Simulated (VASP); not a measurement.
Here is a VASP 6.6.1 calculation.

File INCAR:

```
SYSTEM = Si3F2
PREC = Accurate
ENCUT = 600
EDIFF = 1E-6
ISMEAR = 0
SIGMA = 0.1
LREAL = .FALSE.
LASPH = .TRUE.
NELM = 200
ALGO = Normal
ISIF = 2
LWAVE = .FALSE.
LCHARG = .FALSE.
ISPIN = 2
MAGMOM = 0 0 0 1 1
LORBIT = 11
GGA = PE
NBANDS = 25
GGA_COMPAT = .FALSE.
```

File KPOINTS:

```
regular mesh
0
G
  6 6 6
  0 0 0
```

POSCAR

```
Si3F2
1.0
    1.6085193897      0.9286791026      7.4563033016
   -1.6085193897      0.9286791026      7.4563033016
    0.0000000000     -1.8573582052      7.4563033016
Si F
3 2
Direct
    0.0000000000      0.0000000000      0.0000000000
    0.2095000000      0.2095000000      0.2095000000
    0.7905000000      0.7905000000      0.7905000000
    0.4000000000      0.4000000000      0.4000000000
    0.6000000000      0.6000000000      0.6000000000
```

Potentials or basis: VASP PAW PBE potentials, release 64 (Si, F).

Run with:

```bash
$ cat potpaw_PBE.64/Si/POTCAR potpaw_PBE.64/F/POTCAR > POTCAR
$ mpirun -np 1 vasp_std > vasp.out
```

Problem. Predict the net moment.

Solution. 0.00 μB per cell.

Problem. What does it give for the largest force?

Solution. 2.846 eV/Å.

Problem. Predict the pressure.

Solution. 16.7 GPa.

Problem. Estimate the band gap on the k mesh.

Solution. Zero (filled and empty bands overlap).

Forces in eV/Å, atoms in the order of the input:
```
Si   0.000  0.000  0.000
Si   0.000  0.000 -2.846
Si   0.000  0.000  2.846
F    0.000  0.000 -0.853
F    0.000  0.000  0.853
```

Caveat: the k points lie up to 0.38 Å⁻¹ apart, too coarse for converged energies and pressures of a metal; forces of over 1 eV/Å act on the atoms, so gaps and moduli don't describe the material at rest.
